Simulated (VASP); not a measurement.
A run of VASP 6.6.1 is set up as follows.

The input INCAR:

```
  PREC = Accurate
  ENCUT = 520
  EDIFF = 1E-6
  ISMEAR = 0
  SIGMA = 0.1
  LREAL = F
  LASPH = T
  NELM = 80
  ALGO = Fast
  ISIF = 2
  LWAVE = F
  LCHARG = F
  GGA = PS
  IBRION = 2
  NSW = 60
  EDIFFG = -0.008
```

The input KPOINTS:

```
Automatic mesh
0
Gamma
  12 12 4
```

Contents of POSCAR:

```
Al2Ru
1.0
    3.1837849185      0.0000000000      0.0000000000
    0.0000000000      3.1837849185      0.0000000000
    0.0000000000      0.0000000000      8.5915662343
Al Ru
4 2
Direct
    0.5000000000      0.5000000000      0.1584684072
    0.0000000000      0.0000000000      0.3415315928
    0.0000000000      0.0000000000      0.6584684072
    0.5000000000      0.5000000000      0.8415315928
    0.0000000000      0.0000000000      0.0000000000
    0.5000000000      0.5000000000      0.5000000000
```

Potentials or basis: VASP PAW PBE potentials, release 64 (Al, Ru_pv).

Run with:

```bash
$ cat potpaw_PBE.64/Al/POTCAR potpaw_PBE.64/Ru_pv/POTCAR > POTCAR
$ mpirun -np 1 vasp_std > vasp.out
```

Task: Predict the energy gained by relaxing.

Result: 0.2 meV/atom.

Task: Estimate the band gap on the k mesh.

Result: Zero (band 20 reaches 9.96 eV, above the bottom of band 21 at 9.78 eV).

Step by step:
```
step  energy change (eV)  largest force (eV/Å)  pressure (GPa)
   1              0.0000                0.0928           -9.38
   2             -0.0010                0.0164           -9.31
   3             -0.0010                0.0000           -9.28
```

Caveat: the cell differs from its parent crystal (equal strain along all axes, cell held: +2.0 %); the PAW data sets were made with another functional, which shifts forces and pressure a little.
